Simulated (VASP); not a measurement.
# AlIn2N3 (Cmc2_1) in VASP: further runs

AlIn2N3 is run at these levels: r2SCAN; tasks: single point.

All numbers are computed with VASP 6.6.1; they aren't measurements. Logs are shortened: lines on timing, memory, paths and dates and some standing lists are left out, and cuts for length are marked.

**1. The cell of the first run**

Symmetry: Cmc2_1, No. 36, orthorhombic system. The conventional cell has a = 10.513 Å, b = 6.050 Å, c = 5.344 Å, α = 90.00°, β = 90.00°, γ = 90.00°. Within 2.5 Å of Al (site symmetry m) lie 4 N at 1.89 to 1.93 Å. In (site symmetry 1) has 4 N at 2.17 to 2.21 Å within 2.9 Å. N (site symmetry 1) has 1 Al at 1.93 Å and 3 In at 2.17 to 2.21 Å within 2.6 Å. N (site symmetry m) has 2 Al at 1.89 to 1.93 Å and 2 In at 2.20 Å within 2.5 Å.

**2. Single point, r2SCAN (biaxial strain in the a-b plane: +3.0 %)**

The input, POSCAR:

```
AlIn2N3
1.0
    5.2565694848     -3.0248829139      0.0000000000
    5.2565694848      3.0248829139      0.0000000000
    0.0000000000      0.0000000000      5.3437302423
Al In N
2 4 6
Direct
    0.3411806367      0.6588193633      0.9885341875
    0.6588193633      0.3411806367      0.4885341875
    0.9887494502      0.3352002581      0.9829997664
    0.6647997419      0.0112505498      0.9829997664
    0.0112505498      0.6647997419      0.4829997664
    0.3352002581      0.9887494502      0.4829997664
    0.9690152248      0.3331352016      0.3881132929
    0.6668647984      0.0309847752      0.3881132929
    0.0309847752      0.6668647984      0.8881132929
    0.3331352016      0.9690152248      0.8881132929
    0.3679072008      0.6320927992      0.3412396939
    0.6320927992      0.3679072008      0.8412396939
```

The input, INCAR.step1:

```
SYSTEM = AlIn2N3
ALGO     = Normal         ! electronic algorithm
EDIFF    = 1E-4           ! SCF threshold, eV
ENCUT    = 520            ! plane-wave cutoff, eV
GGA      = PE             ! functional
ISMEAR   = 0              ! smearing method
LASPH    = .TRUE.         ! aspherical terms in the spheres
LCHARG   = .FALSE.        ! write CHGCAR
LREAL    = .FALSE.        ! projectors in reciprocal space
LWAVE    = .TRUE.         ! write WAVECAR
NBANDS   = 56             ! bands
NELM     = 80             ! most SCF steps
PREC     = Accurate       ! precision mode
SIGMA    = 0.02           ! smearing width, eV
```

The input, INCAR.step2:

```
SYSTEM = AlIn2N3
ALGO     = Normal         ! electronic algorithm
EDIFF    = 1E-6           ! SCF threshold, eV
ENCUT    = 520            ! plane-wave cutoff, eV
ISIF     = 2              ! what is computed and relaxed
ISMEAR   = 0              ! smearing method
ISTART   = 1            
LASPH    = .TRUE.         ! aspherical terms in the spheres
LCHARG   = .TRUE.         ! write CHGCAR
LELF     = .TRUE.         ! ELF
LMIXTAU  = .TRUE.       
LREAL    = .FALSE.        ! projectors in reciprocal space
LVHAR    = .TRUE.       
LWAVE    = .FALSE.        ! write WAVECAR
METAGGA  = R2SCAN         ! meta-GGA
NBANDS   = 56             ! bands
NELM     = 80             ! most SCF steps
PREC     = Accurate       ! precision mode
SIGMA    = 0.02           ! smearing width, eV
```

The input, KPOINTS:

```
k-points
0
G
  6 6 6
  0 0 0
```

Potentials or basis: VASP PAW PBE potentials, release 64 (Al, In_d, N).

Started as:

```
$ cat potpaw_PBE.64/Al/POTCAR potpaw_PBE.64/In_d/POTCAR potpaw_PBE.64/N/POTCAR > POTCAR
$ cp INCAR.step1 INCAR
$ mpirun -np 1 vasp_std > vasp.out
$ cp INCAR.step2 INCAR
$ mpirun -np 1 vasp_std > vasp.out
```

OUTCAR:

```text
SYSTEM = AlIn2N3
   EDIFF = 1E-6
   ENCUT = 520
   ISIF = 2
   ISMEAR = 0
   ISTART = 1
   LASPH = .TRUE.
   LREAL = .FALSE.
   METAGGA = R2SCAN
   NELM = 80
   PREC = Accurate

 ion  position               nearest neighbor table
   1  0.341  0.659  0.989-  11 1.89  12 1.93   9 1.93  10 1.93   2 3.29   2 3.29   6 3.30   5 3.30
                             5 3.35   6 3.35   3 3.40   4 3.40   3 3.55   4 3.55   4 3.55   3 3.55
   2  0.659  0.341  0.489-  12 1.89  11 1.93   7 1.93   8 1.93   1 3.29   1 3.29   4 3.30   3 3.30
                             3 3.35   4 3.35   6 3.40   5 3.40   5 3.55   6 3.55   6 3.55   5 3.55
   3  0.989  0.335  0.983-   7 2.17  12 2.20   9 2.21  10 2.21   2 3.30   2 3.35   5 3.38   5 3.38
                             1 3.40   6 3.40   6 3.40   4 3.41   4 3.55   4 3.55   1 3.55   1 3.55
   4  0.665  0.011  0.983-   8 2.17  12 2.20  10 2.21   9 2.21   2 3.30   2 3.35   6 3.38   6 3.38
                             1 3.40   5 3.40   5 3.40   3 3.41   3 3.55   3 3.55   1 3.55   1 3.55
   5  0.011  0.665  0.483-   9 2.17  11 2.20   7 2.21   8 2.21   1 3.30   1 3.35   3 3.38   3 3.38
                             2 3.40   4 3.40   4 3.40   6 3.41   6 3.55   6 3.55   2 3.55   2 3.55
   6  0.335  0.989  0.483-  10 2.17  11 2.20   8 2.21   7 2.21   1 3.30   1 3.35   4 3.38   4 3.38
                             2 3.40   3 3.40   3 3.40   5 3.41   5 3.55   5 3.55   2 3.55   2 3.55
   7  0.969  0.333  0.388-   2 1.93   3 2.17   5 2.21   6 2.21
   8  0.667  0.031  0.388-   2 1.93   4 2.17   6 2.21   5 2.21
   9  0.031  0.667  0.888-   1 1.93   5 2.17   3 2.21   4 2.21
  10  0.333  0.969  0.888-   1 1.93   6 2.17   4 2.21   3 2.21
  11  0.368  0.632  0.341-   1 1.89   2 1.93   5 2.20   6 2.20
  12  0.632  0.368  0.841-   2 1.89   1 1.93   3 2.20   4 2.20

  LATTYP: Found a base centered orthorhombic cell.
 ALAT       =     6.0497658278
 B/A-ratio  =     1.7377761832
 C/A-ratio  =     0.8832953860

  Lattice vectors:

 A1 = (  -5.2565694848,  -3.0248829139,   0.0000000000)
 A2 = (   5.2565694848,  -3.0248829139,   0.0000000000)
 A3 = (   0.0000000000,   0.0000000000,   5.3437302423)

Analysis of symmetry for initial positions (statically):
=====================================================================
 Subroutine PRICEL returns:
 Original cell was already a primitive cell.

 Routine SETGRP: Setting up the symmetry group for a
 base centered orthorhombic supercell.

 Subroutine GETGRP returns: Found  4 space group operations
 (whereof  2 operations were pure point group operations)
 out of a pool of  8 trial point group operations.

The static configuration has the point symmetry C_1h.
 The point group associated with its full space group is C_2v.

Analysis of symmetry for dynamics (positions and initial velocities):
=====================================================================
 Subroutine PRICEL returns:
 Original cell was already a primitive cell.

 Routine SETGRP: Setting up the symmetry group for a
 base centered orthorhombic supercell.

 Subroutine GETGRP returns: Found  4 space group operations
 (whereof  2 operations were pure point group operations)
 out of a pool of  8 trial point group operations.

The dynamic configuration has the point symmetry C_1h.
 The point group associated with its full space group is C_2v.

 Subroutine INISYM returns: Found  4 space group operations
 (whereof  2 operations are pure point group operations),
 and found     1 'primitive' translations

----------------------------------------------------------------------------------------

                                     Primitive cell

  volume of cell :     169.9360

  direct lattice vectors                    reciprocal lattice vectors
     5.256569485 -3.024882914  0.000000000     0.095119070 -0.165295654  0.000000000
     5.256569485  3.024882914  0.000000000     0.095119070  0.165295654  0.000000000
     0.000000000  0.000000000  5.343730242     0.000000000  0.000000000  0.187135195

  length of vectors
     6.064770349  6.064770349  5.343730242     0.190709965  0.190709965  0.187135195

  position of ions in fractional coordinates (direct lattice)
     0.341180637  0.658819363  0.988534188
     0.658819363  0.341180637  0.488534188
     0.988749450  0.335200258  0.982999766
     0.664799742  0.011250550  0.982999766
     0.011250550  0.664799742  0.482999766
     0.335200258  0.988749450  0.482999766
     0.969015225  0.333135202  0.388113293
     0.666864798  0.030984775  0.388113293
     0.030984775  0.666864798  0.888113293
     0.333135202  0.969015225  0.888113293
[... 32 lines left out ...]

  Length of vectors
     0.031784994  0.031784994  0.031189199

  Shift w.r.t. Gamma in fractional coordinates (k-lattice)
     0.000000000  0.000000000  0.000000000

 Subroutine IBZKPT returns following result:
 ===========================================

 Found     52 irreducible k-points:

 Following reciprocal coordinates:
            Coordinates               Weight
  0.000000  0.000000  0.000000      1.000000
  0.166667 -0.000000  0.000000      4.000000
  0.333333 -0.000000  0.000000      4.000000
  0.500000 -0.000000  0.000000      2.000000
  0.166667  0.166667  0.000000      2.000000
  0.333333  0.166667  0.000000      4.000000
[... 16 lines left out ...]
  0.333333  0.333333  0.166667      4.000000
  0.500000  0.333333  0.166667      8.000000
 [... further k-points ...]
   k-points           NKPTS =     52   k-points in BZ     NKDIM =     52   number of bands    NBANDS=     56
   number of dos      NEDOS =    301   number of ions     NIONS =     12
   total plane-waves  NPLWV =  92160
   dimension x,y,z NGX =    48 NGY =   48 NGZ =   40
   dimension x,y,z NGXF=    96 NGYF=   96 NGZF=   80
   ions per type =               2   4   6
   NGX,Y,Z   is equivalent  to a cutoff of  13.16, 13.16, 12.44 a.u.
   NGXF,Y,Z  is equivalent  to a cutoff of  26.32, 26.32, 24.89 a.u.
 SYSTEM =  AlIn2N3
   PREC   = accura    normal or accurate (medium, high low for compatibility)
   ISTART =      1    job   : 0-new  1-cont  2-samecut
   ICHARG =      0    charge: 1-file 2-atom 10-const
   ISPIN  =      1    spin polarized calculation?
   LNONCOLLINEAR =      F non collinear calculations
   LSORBIT =      F    spin-orbit coupling
   LASPH  =      T    aspherical Exc in radial PAW
   ENCUT  =  520.0 eV  38.22 Ry    6.18 a.u.  11.28 11.28  9.94*2*pi/ulx,y,z
   NELM   =     80;   NELMIN=  2; NELMDL=  0     # of ELM steps
   EDIFF  = 0.1E-05   stopping-criterion for ELM
   LREAL  =      F    real-space projection
   EDIFFG = 0.1E-04   stopping-criterion for IOM
   NSW    =      0    number of steps for IOM
   IBRION =     -1    ionic relax: 0-MD 1-quasi-New 2-CG
   NFREE  =      0    steps in history (QN), initial steepest desc. (CG)
   ISIF   =      2    stress and relaxation
   ISYM   =      2    0-nonsym 1-usesym 2-fastsym
   POTIM  = 0.5000    time-step for ionic-motion
   TEBEG  =    0.0;   TEEND  =   0.0 temperature during run
   PSTRESS=    0.0 pullay stress
   NELECT =      88.0000    total number of electrons
   NUPDOWN=      -1.0000    fix difference up-down
   EMIN   =  10.00;   EMAX   =-10.00  energy-range for DOS
   EFERMI =   0.00;   METHOD = LEGACY
   ISMEAR =     0;   SIGMA  =   0.02  broadening in eV -4-tet -1-fermi 0-gaus
   EFERMI_NEDOS =   21; number of points for ismear=-14 and -15
   IALGO  =     38    algorithm
   IMIX   =      4    mixing-type and parameters
     AMIX     =   0.40;   BMIX     =  1.00
     AMIX_MAG =   1.60;   BMIX_MAG =  1.00
  volume/ion in A,a.u.               =      14.16        95.57
  Fermi-wavevector in a.u.,A,eV,Ry     =   1.314641  2.484312 23.514695  1.728281
  Thomas-Fermi vector in A             =   2.444880
   LORBIT       =      0    0 simple, 1 ext, 2 COOP (PROOUT), +10 PAW based schemes
   METAGGA = R2SCAN    functional components
   LHFCALC =     F    Hartree Fock is set to
   AEXX    =    0.0000 exact exchange contribution
   IVDW    =     0    specifies the selected vdW correction
   LEPSILON=     F    determine dielectric tensor
   LRPA    =     F    only Hartree local field effects (RPA)
 non-spin polarized calculation
 Gauss-broadening in eV      SIGMA  =   0.02
  energy-cutoff  :      520.00
  volume of cell :      169.94
 maximum number of plane-waves:      4616
 NGX is ok and might be reduce to    48
   NGX = 23   NGY = 23   NGZ = 19

 number of electron      87.9999970 magnetization

 Free energy of the ion-electron system (eV)
  ---------------------------------------------------
  ext. energy  EPLUGINS =         0.00000000
  ---------------------------------------------------
  free energy    TOTEN  =      -165.79686975 eV

  energy without entropy =     -165.79686975  energy(sigma->0) =     -165.79686975

 E-fermi :   5.9003     XC(G=0): -11.3145

 val. band max:        5.7948903453   @ k =   0.0000   0.0000   0.0000
 cond. band min:       6.9662023266   @ k =   0.0000   0.0000   0.0000
 fundamental gap:      1.1713119813
 Fermi energy:         5.9002771663

 k-point     1 :       0.0000    0.0000    0.0000
  band No.  band energies     occupation
      1      -9.4187      2.00000
      2      -9.3393      2.00000
      3      -9.1357      2.00000
      4      -9.1273      2.00000
      5      -8.9475      2.00000
      6      -8.7393      2.00000
[... 1405 lines left out ...]
     55      14.5332      0.00000
     56      14.9173      0.00000

 [... further k-points ...]

------------------------ aborting loop because EDIFF is reached ----------------------------------------

  FORCE on cell =-STRESS in cart. coord.  units (eV):
  Direction    XX          YY          ZZ          XY          YZ          ZX
  --------------------------------------------------------------------------------------
  -------------------------------------------------------------------------------------
  Total      -10.1279510     -9.8898463      1.0415245      0.0000000      0.0000000      0.0000000
  in kB      -95.4875334    -93.2426534      9.8196175      0.0000000      0.0000000      0.0000000
  external PRESSURE =     -59.6368564 kB  Pullay stress =       0.0000000 kB

 VOLUME and BASIS-vectors are now :
 -----------------------------------------------------------------------------
  energy-cutoff  :      520.00
  volume of cell :      169.94
      direct lattice vectors                 reciprocal lattice vectors
     5.256569485 -3.024882914  0.000000000     0.095119070 -0.165295654  0.000000000
     5.256569485  3.024882914  0.000000000     0.095119070  0.165295654  0.000000000
     0.000000000  0.000000000  5.343730242     0.000000000  0.000000000  0.187135195

 POSITION                                       TOTAL-FORCE (eV/Angst)
 -----------------------------------------------------------------------------------
      5.25657      0.96082      5.28246        -0.000000     -0.002303     -0.194923
      5.25657     -0.96082      2.61059        -0.000000      0.002303     -0.194923
      6.95943     -1.97691      5.25289        -0.006650      0.002378     -0.220048
      3.55371     -1.97691      5.25289         0.006650      0.002378     -0.220048
      3.55371      1.97691      2.58102         0.006650     -0.002378     -0.220048
      6.95943      1.97691      2.58102        -0.006650     -0.002378     -0.220048
      6.84484     -1.92346      2.07397        -0.065225      0.037853      0.209388
      3.66829     -1.92346      2.07397         0.065225      0.037853      0.209388
      3.66829      1.92346      4.74584         0.065225     -0.037853      0.209388
      6.84484      1.92346      4.74584        -0.065225     -0.037853      0.209388
      5.25657      0.79913      1.82349        -0.000000     -0.057617      0.216244
      5.25657     -0.79913      4.49536        -0.000000      0.057617      0.216244
 -----------------------------------------------------------------------------------
    total drift:                                0.000000     -0.000000     -0.008074

  FREE ENERGIE OF THE ION-ELECTRON SYSTEM (eV)
  ---------------------------------------------------
  free  energy   TOTEN  =      -165.7968697505 eV

  energy  without entropy=     -165.7968697505  energy(sigma->0) =     -165.79686975
```

Run time: 72 min. Hardware: 1 thread of Oxide Virtual Turin-like, shared host; peak memory 0.56 GiB.

What came out:

| Quantity | Value |
| --- | --- |
| Free energy | -165.7969 eV |
| Pressure | -6.0 GPa |
| Largest force | 0.224 eV/Å |
| Band gap on the k mesh | 1.17 eV |

Forces in eV/Å, atoms in the order of the input:
```
Al   0.000 -0.002 -0.195
Al   0.000  0.002 -0.195
In  -0.007  0.002 -0.220
In   0.007  0.002 -0.220
In   0.007 -0.002 -0.220
In  -0.007 -0.002 -0.220
N   -0.065  0.038  0.209
N    0.065  0.038  0.209
N    0.065 -0.038  0.209
N   -0.065 -0.038  0.209
N    0.000 -0.058  0.216
N    0.000  0.058  0.216
```

Levels at points of the mesh, in eV from the valence-band top:
```tsv
k point	band 41	band 42	band 43	band 44	band 45	band 46	band 47	band 48
(0.00, 0.00, 0.00)	-0.79	-0.10	-0.10	0.00	1.17	3.53	5.56	5.96
(0.50, 0.00, 0.00)	-0.73	-0.66	-0.66	-0.46	3.87	3.88	4.91	5.01
(0.50, 0.50, 0.00)	-0.82	-0.68	-0.56	-0.41	3.87	3.91	4.53	5.45
(0.00, 0.00, 0.50)	-0.46	-0.46	-0.23	-0.23	3.48	3.48	6.52	6.52
(0.50, 0.00, 0.50)	-0.82	-0.82	-0.76	-0.76	4.33	4.33	4.88	4.88
(0.50, 0.50, 0.50)	-0.91	-0.91	-0.58	-0.58	4.50	4.50	4.87	4.87
```

Caveat: the cell differs from its parent crystal (biaxial strain in the a-b plane: +3.0 %); the stress differs along the axes, from -10 to 1 GPa; the PAW data sets were made with another functional, which shifts forces and pressure a little; spin-orbit coupling is left out, which moves the levels of the heavy elements.

**3. Single point, r2SCAN**

This run uses another cell than the first one, of 13.33 Å³/atom.

The input, POSCAR:

```
AlIn2N3
1.0
    5.0269135364     -2.8927278352      0.0000000000
    5.0269135364      2.8927278352      0.0000000000
    0.0000000000      0.0000000000      5.4989785517
Al In N
2 4 6
Direct
    0.3408676860      0.6591323140      0.9895406680
    0.6591323140      0.3408676860      0.4895406680
    0.9874531329      0.3359376302      0.9904897033
    0.6640623698      0.0125468671      0.9904897033
    0.0125468671      0.6640623698      0.4904897033
    0.3359376302      0.9874531329      0.4904897033
    0.9701952338      0.3325197940      0.3834346884
    0.6674802060      0.0298047662      0.3834346884
    0.0298047662      0.6674802060      0.8834346884
    0.3325197940      0.9701952338      0.8834346884
    0.3682752557      0.6317247443      0.3346105486
    0.6317247443      0.3682752557      0.8346105486
```

The input, INCAR.step1:

```
  ALGO = Normal
  EDIFF = 1E-4
  ENCUT = 520
  GGA = PE
  ISMEAR = 0
  LASPH = True
  LCHARG = False
  LREAL = False
  LWAVE = True
  NBANDS = 56
  NELM = 60
  PREC = Accurate
  SIGMA = 0.02
```

The input, INCAR.step2:

```
  ALGO = Normal
  EDIFF = 1E-7
  ENCUT = 520
  ISIF = 2
  ISMEAR = 0
  ISTART = 1
  LASPH = True
  LCHARG = True
  LELF = True
  LMIXTAU = True
  LREAL = False
  LVHAR = True
  LWAVE = False
  METAGGA = R2SCAN
  NBANDS = 56
  NELM = 60
  PREC = Accurate
  SIGMA = 0.02
```

The input, KPOINTS:

```
k-points
0
Gamma
  6 6 6
```

Potentials or basis: VASP PAW PBE potentials, release 64 (Al, In_d, N).

Started as:

```
$ cat potpaw_PBE.64/Al/POTCAR potpaw_PBE.64/In_d/POTCAR potpaw_PBE.64/N/POTCAR > POTCAR
$ cp INCAR.step1 INCAR
$ mpirun -np 1 vasp_std > vasp.out
$ cp INCAR.step2 INCAR
$ mpirun -np 1 vasp_std > vasp.out
```

Run time: 63 min. Hardware: 1 thread of Oxide Virtual Turin-like, shared host; peak memory 0.54 GiB.

It converged, with:

```
Free energy            : -165.9946 eV
Pressure               : 3.7 GPa
Largest force          : 0.056 eV/Å
Band gap on the k mesh : 1.40 eV
```

Forces in eV/Å, atoms in the order of the input:
```
Al   0.000  0.000  0.002
Al   0.000  0.000  0.002
In  -0.001  0.002 -0.001
In   0.001  0.002 -0.001
In   0.001 -0.002 -0.001
In  -0.001 -0.002 -0.001
N   -0.044  0.027  0.017
N    0.044  0.027  0.017
N    0.044 -0.027  0.017
N   -0.044 -0.027  0.017
N    0.000 -0.044 -0.035
N    0.000  0.044 -0.035
```

Stress tensor (GPa, compression positive):
```
5.51 0.00 0.00
0.00 5.38 0.00
0.00 0.00 0.23
```

Levels at points of the mesh, in eV from the valence-band top:
```
           k point  band 41  band 42  band 43  band 44  band 45  band 46  band 47  band 48
(0.00, 0.00, 0.00)    -0.59    -0.17    -0.02     0.00     1.40     4.34     5.29     5.62
(0.50, 0.00, 0.00)    -0.89    -0.70    -0.70    -0.45     4.13     4.20     5.36     5.68
(0.50, 0.50, 0.00)    -0.90    -0.86    -0.56    -0.40     4.14     4.24     4.98     5.98
(0.00, 0.00, 0.50)    -0.33    -0.33    -0.26    -0.26     3.78     3.78     6.57     6.57
(0.50, 0.00, 0.50)    -1.15    -1.15    -1.00    -1.00     4.48     4.48     5.02     5.02
(0.50, 0.50, 0.50)    -1.16    -1.16    -0.83    -0.83     4.50     4.50     5.10     5.10
```

Caveat: the stress differs along the axes, from 0 to 6 GPa; the PAW data sets were made with another functional, which shifts forces and pressure a little; spin-orbit coupling is left out, which moves the levels of the heavy elements.
